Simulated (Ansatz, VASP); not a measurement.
# V: VASP beside Ansatz

```
V
1.0
     2.56910    0.00000    0.00000
    -1.28455    2.22490    0.00000
     0.00000    0.00000    4.65950
V
2
Direct
  0.33333 0.66667 0.25000
  0.66667 0.33333 0.75000
```

Alike in both runs: task single point; functional LDA; k mesh 12 × 12 × 6; occupations fermi-dirac, width 0.05 eV; collinear spin.

```csv
,VASP,Ansatz
version,VASP 6.6.1,Ansatz 0.2.0
potentials or method,"VASP PAW LDA potentials, release 64 (V_sv)",Ansatz PAW
plane-wave cutoff (eV),520,420
valence electrons in the cell,26,26
```

```csv
,VASP,Ansatz,Ansatz less VASP
gap on the k mesh at the Fermi level (eV),none,none,-
pressure (GPa),-5.8,-6.3,-0.44
"traceless stress, the component that is largest in VASP (GPa)",1.14,1.17,+0.031
net moment per atom (μB),0.00,0.00,0.000
```

LDA's correlation is that of Perdew and Zunger in VASP and of Perdew and Wang (1992) in Ansatz. A gap of «none» marks a metal or a gap that the smearing closes.
